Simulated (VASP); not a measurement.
Ir, 3 atoms in the cell. The cell holds a slab with vacuum, 3 atoms: a = 2.737 Å, b = 2.737 Å, c = 17.870 Å, α = 90.00°, β = 90.00°, γ = 90.00°. 

```yaml
Program: VASP 6.6.1
Task: relaxation of the atoms
Functional: PBE
Potentials_or_basis: VASP PAW PBE potentials, release 64 (Ir)
Cutoff: 520 eV
k_mesh: 10 × 10 × 1
Occupations: gaussian, width 0.1 eV
Spin: no spin polarisation
Dipole_correction: yes
Atoms_held_fixed_from_0: "[0]"
Further_INCAR_settings: ALGO = Normal; EDIFF = 1e-06; IBRION = 2; EDIFFG = -0.03; NSW = 70
```

Potentials or basis: VASP PAW PBE potentials, release 64 (Ir).

Command:

```bash
$ cat potpaw_PBE.64/Ir/POTCAR > POTCAR
$ mpirun -np 1 vasp_std > vasp.out
```

Hardware: 1 thread of Intel(R) Xeon(R) 6975P-C (Granite Rapids) (shared host).

Question: Estimate the wall time of this run.

Answer: Wall time 110 s on 1 thread of Intel(R) Xeon(R) 6975P-C (Granite Rapids), with other jobs on the host, peak memory 0.24 GiB. Counts: scf iterations 65, k points 21, ion steps 5.
